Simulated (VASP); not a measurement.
Here is a VASP 6.6.1 calculation.

Contents of INCAR:

```
PREC     = Accurate       # precision mode
ENCUT    = 520            # plane-wave cutoff, eV
EDIFF    = 1E-7           # SCF threshold, eV
ISMEAR   = -1             # smearing method
SIGMA    = 0.02           # smearing width, eV
LREAL    = F              # projectors in reciprocal space
LASPH    = T              # aspherical terms in the spheres
NELM     = 60             # most SCF steps
ALGO     = Normal         # electronic algorithm
ISIF     = 2              # what is computed and relaxed
LWAVE    = F              # write WAVECAR
LCHARG   = F              # write CHGCAR
GGA      = PE             # functional
NBANDS   = 11             # bands
```

The input KPOINTS:

```
Automatic mesh
0
Gamma
  10 10 10
```

The input POSCAR:

```
BeS
1.0
    0.0000000000      2.3856201057      2.4713416898
    2.3856201057      0.0000000000      2.4713416898
    2.3856201057      2.3856201057      0.0000000000
Be S
1 1
Direct
    0.0000000000      0.0000000000      0.0000000000
    0.2500000000      0.2500000000      0.2500000000
```

Potentials or basis: VASP PAW PBE potentials, release 64 (Be, S).

Run with:

```console
$ cat potpaw_PBE.64/Be/POTCAR potpaw_PBE.64/S/POTCAR > POTCAR
$ mpirun -np 1 vasp_std > vasp.out
```

Q: What does it give for the band gap on the k mesh?

A: 2.92 eV, indirect (least direct gap 5.59 eV).

Q: Estimate the pressure.

A: 2.9 GPa.

Stress tensor (GPa, compression positive):
```
4.16 0.00 0.00
0.00 4.16 0.00
0.00 0.00 0.48
```

Caveat: the cell differs from its parent crystal (epitaxial xy strain -2.0%). A k mesh can miss the band edges.
